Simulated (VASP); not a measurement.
A run of VASP 6.6.1 is set up as follows.

INCAR

```
  PREC = Accurate
  ENCUT = 520
  EDIFF = 1E-7
  ISMEAR = -1
  SIGMA = 0.03
  LREAL = False
  LASPH = True
  NELM = 100
  ALGO = Normal
  ISIF = 2
  LWAVE = False
  LCHARG = True
  GGA = PS
  LELF = True
  LVHAR = True
  NBANDS = 19
```

File KPOINTS:

```
Automatic mesh
0
Gamma
  16 16 8
```

File POSCAR:

```
Zn
1.0
    2.7170622642      0.0000000000      0.0000000000
   -1.3585311321      2.3530449444      0.0000000000
    0.0000000000      0.0000000000      5.0437187487
Zn
2
Direct
    0.3333333333      0.6666666667      0.2500000000
    0.6666666667      0.3333333333      0.7500000000
```

Potentials or basis: VASP PAW PBE potentials, release 64 (Zn).

The run is started by

```bash
$ cat potpaw_PBE.64/Zn/POTCAR > POTCAR
$ mpirun -np 1 vasp_std > vasp.out
```

(1) Predict the pressure.

(2) Predict the band gap on the k mesh.

Answers

(1) -8.3 GPa.

(2) zero (band 12 reaches 3.72 eV, above the bottom of band 13 at -0.54 eV).

Caveat: the PAW data sets were made with another functional, which shifts forces and pressure a little.
